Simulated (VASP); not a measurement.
Set up this calculation in VASP 6.6.1, as the native input.

```
Task                   : single point
Functional             : PBE
Potentials or basis    : VASP PAW PBE potentials, release 64 (Rb_sv)
Cutoff                 : 520 eV
k mesh                 : 9 × 9 × 9
Occupations            : fermi-dirac, width 0.08 eV
Spin                   : no spin polarisation
Dipole correction      : no
Further INCAR settings : ALGO = Normal; EDIFF = 1e-06; NBANDS = 16
```

The structure of Rb lies in POSCAR:

```
Rb
1.0
   -4.4534684240      4.4534684240      2.4020571567
    4.4534684240     -4.4534684240      2.4020571567
    4.4534684240      4.4534684240     -2.4020571567
Rb
2
Direct
   -0.3750000000     -0.1250000000     -0.2500000000
    0.3750000000      0.1250000000      0.2500000000
```

One way to write it, as run:

INCAR

```
SYSTEM = Rb
  ALGO = Normal
  EDIFF = 1E-6
  ENCUT = 520
  GGA = PE
  ISIF = 2
  ISMEAR = -1
  LASPH = .TRUE.
  LCHARG = .FALSE.
  LREAL = .FALSE.
  LWAVE = .FALSE.
  NBANDS = 16
  NELM = 80
  PREC = Accurate
  SIGMA = 0.08
```

KPOINTS

```
k-points
0
G
  9 9 9
  0 0 0
```

Potentials or basis: VASP PAW PBE potentials, release 64 (Rb_sv).

Run with:

```sh
$ cat potpaw_PBE.64/Rb_sv/POTCAR > POTCAR
$ mpirun -np 1 vasp_std > vasp.out
```

It gave:

* Pressure: 0.0 GPa
* Band gap on the k mesh: zero (band 9 reaches 0.66 eV, above the bottom of band 10 at -0.77 eV)

Wall time 4.3 min on 1 thread of Intel Xeon 6975P-C (shared host), peak memory 0.45 GiB.
